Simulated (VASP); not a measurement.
**Al: single point with PBEsol**

The system is Al.

```xyz
2
Lattice="2.6502 0.0000 0.0000 -1.3251 2.2951 0.0000 0.0000 0.0000 4.8609" Properties=species:S:1:pos:R:3 pbc="T T T"
Al    1.3251    0.7650    3.6457
Al    0.0000    1.5301    1.2152
```

```
Program             : VASP 6.6.1
Task                : single point
Functional          : PBEsol
Potentials or basis : VASP PAW PBE potentials, release 64 (Al)
Cutoff              : 520 eV
k mesh              : 18 × 18 × 10
Occupations         : gaussian, width 0.15 eV
Spin                : no spin polarisation
```

* Pressure: 11.7 GPa
* Band gap on the k mesh: zero (band 3 reaches 12.41 eV, above the bottom of band 4 at 6.10 eV)

Stress tensor (GPa, compression positive):
```
16.20  0.00  0.00
 0.00 16.20  0.00
 0.00  0.00  2.64
```

Levels at points of the mesh, in eV from the Fermi level:
```tsv
k point	band 1	band 2	band 3	band 4	band 5	band 6	band 7
(0.00, 0.00, 0.00)	-11.88	-5.93	-5.59	10.51	11.76	13.18	13.18
(0.50, 0.00, 0.00)	-5.17	-5.01	0.36	0.67	1.27	1.32	7.73
(0.00, 0.00, 0.50)	-10.32	-10.32	1.55	1.55	13.92	13.92	13.92
(0.50, 0.00, 0.50)	-4.07	-4.07	-3.00	-3.00	7.35	7.35	7.88
```

Run time: 21 s on 1 thread of Intel(R) Xeon(R) 6975P-C (Granite Rapids), on a shared host, peak memory 0.16 GiB.

Caveat: the PAW data sets were made with another functional, which shifts forces and pressure a little.
